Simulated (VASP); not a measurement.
Write the native input for VASP 6.6.1 that does the following.

```
Task                   : single point
Functional             : PBE
Potentials or basis    : VASP PAW PBE potentials, release 64 (Rb_sv, Br)
Cutoff                 : 520 eV
k mesh                 : 6 × 6 × 6
Occupations            : gaussian, width 0.01 eV
Spin                   : no spin polarisation
Dipole correction      : no
Further INCAR settings : ALGO = Normal; EDIFF = 1e-07; NBANDS = 15
```

The structure of RbBr lies in POSCAR:

```
RbBr
1.0
    4.1505466456      0.0000000000      0.0000000000
    0.0000000000      4.1505466456      0.0000000000
    0.0000000000      0.0000000000      4.1505466456
Rb Br
1 1
Direct
    0.0000000000      0.0000000000      0.0000000000
    0.5000000000      0.5000000000      0.5000000000
```

This cell differs from its parent crystal: volume changed by -3%.

One way to write it, as run:

INCAR

```
PREC = Accurate
ENCUT = 520
EDIFF = 1E-7
ISMEAR = 0
SIGMA = 0.01
LREAL = F
LASPH = T
NELM = 80
ALGO = Normal
ISIF = 2
LWAVE = F
LCHARG = T
GGA = PE
LELF = T
LVHAR = T
NBANDS = 15
```

KPOINTS

```
regular mesh
0
Gamma
  6 6 6
```

Potentials or basis: VASP PAW PBE potentials, release 64 (Rb_sv, Br).

Launch:

```bash
$ cat potpaw_PBE.64/Rb_sv/POTCAR potpaw_PBE.64/Br/POTCAR > POTCAR
$ mpirun -np 1 vasp_std > vasp.out
```

It gave:

```json
{"Pressure": "0.5 GPa", "Band gap on the k mesh": "4.02 eV, indirect (least direct gap 4.17 eV)"}
```

Wall time 19 s on 1 thread of Intel(R) Xeon(R) Platinum 8259CL CPU @ 2.50GHz (Skylake/Cascade Lake) (shared host), peak memory 0.18 GiB.
